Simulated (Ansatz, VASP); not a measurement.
# GeW in VASP and in Ansatz

File INCAR:

```
ALGO = Normal
EDIFF = 1E-6
ENCUT = 520
GGA = PE
ISIF = 2
ISMEAR = 0
LASPH = T
LCHARG = T
LELF = T
LREAL = F
LVHAR = T
LWAVE = F
NBANDS = 36
NELM = 80
PREC = Accurate
SIGMA = 0.1
```

KPOINTS

```
k-points
0
Gamma
  18 18 6
```

File POSCAR:

```
GeW
1.0
    3.1908145940      0.0000000000      0.0000000000
   -1.5954072970      2.7633264971      0.0000000000
    0.0000000000      0.0000000000      7.2972689881
Ge W
2 2
Direct
    0.3333333333      0.6666666667      0.2500000000
    0.6666666667      0.3333333333      0.7500000000
    0.0000000000      0.0000000000      0.0000000000
    0.0000000000      0.0000000000      0.5000000000
```

Input for Ansatz:

```yaml
crystal:
  lattice:
    - [3.190814594, 0.0, 0.0]
    - [-1.595407297, 2.7633264971, 0.0]
    - [0.0, 0.0, 7.2972689881]
  atoms:
    - { symbol: Ge, position: [0.3333333333, 0.6666666667, 0.25] }
    - { symbol: Ge, position: [0.6666666667, 0.3333333333, 0.75] }
    - { symbol: W, position: [0.0, 0.0, 0.0] }
    - { symbol: W, position: [0.0, 0.0, 0.5] }
basis:
  ecutwfc: 420
kpoints:
  mp_grid: { grid: [18, 18, 6] }
  band_path:
    path:
      - [[0.0, 0.0, 0.0], [0.5, 0.0, 0.0], [0.33333333, 0.33333333, 0.0], [0.0, 0.0, 0.0], [0.0, 0.0, 0.5], [0.5, 0.0, 0.5], [0.33333333, 0.33333333, 0.5], [0.0, 0.0, 0.5]]
      - [[0.5, 0.0, 0.5], [0.5, 0.0, 0.0]]
      - [[0.33333333, 0.33333333, 0.5], [0.33333333, 0.33333333, 0.0]]
    npoints: 14
hamiltonian:
  xc: pbe
scf:
  occupations: { method: gaussian, width: 0.1 }
  n_extra_bands: 10
output:
  forces: true
  stress: true
  eigenvalues: true
  populations: true
  dos: { projected: true, de: 0.02, nscf_kmesh: { grid: [22, 22, 8] } }
  bader: true
```

Alike in both runs: task single point; functional PBE; k mesh 18 × 18 × 6; occupations gaussian, width 0.1 eV; no spin polarisation.

|  | VASP | Ansatz |
| --- | --- | --- |
| version | VASP 6.6.1 | Ansatz 0.2.0 |
| potentials or method | VASP PAW PBE potentials, release 64 (Ge_d, W_sv), cutoff 520 eV | scalar-relativistic, plane waves, PAW |
| valence electrons in the cell | 56 | 56 |

Ansatz gave:

| Quantity | Value |
| --- | --- |
| gap on the k mesh at the Fermi level (eV) | none |
| pressure (GPa) | 0.0 |

**Question.** What did VASP give for the same quantities?

**Answer.** gap on the k mesh at the Fermi level (eV): none; pressure (GPa): 0.4.

A gap of «none» marks a metal or a gap that the smearing closes. The functional is the same, so the differences come from potentials, cutoffs and numerics.

Spin-orbit coupling is off throughout.
